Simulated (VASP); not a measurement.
A run of VASP 6.6.1 is set up as follows.

INCAR

```
SYSTEM = Pt
PREC = Accurate ; ENCUT = 520
EDIFF = 1E-7 ; ISMEAR = -1
SIGMA = 0.05 ; LREAL = .False.
LASPH = .True. ; NELM = 60
ALGO = Normal ; ISIF = 2
LWAVE = .False. ; LCHARG = .False.
GGA = PE ; NBANDS = 17
```

Contents of KPOINTS:

```
Automatic mesh
0
Gamma
  17 17 17
  0 0 0
```

File POSCAR:

```
Pt
1.0
   -2.3268717064      2.3268717064      1.2492791890
    2.3268717064     -2.3268717064      1.2492791890
    2.3268717064      2.3268717064     -1.2492791890
Pt
2
Direct
   -0.3750000000     -0.1250000000     -0.2500000000
    0.3750000000      0.1250000000      0.2500000000
```

Potentials or basis: VASP PAW PBE potentials, release 64 (Pt).

Run with:

```bash
$ cat potpaw_PBE.64/Pt/POTCAR > POTCAR
$ mpirun -np 1 vasp_std > vasp.out
```

Q: Predict the pressure.

A: 91.1 GPa.

Q: What does it give for the band gap on the k mesh?

A: Zero (band 10 reaches 14.76 eV, above the bottom of band 11 at 12.13 eV).

Stress tensor (GPa, compression positive):
```
90.95  0.00  0.00
 0.00 90.95  0.00
 0.00  0.00 91.38
```

Caveat: spin-orbit coupling is left out, which moves the levels of the heavy elements.
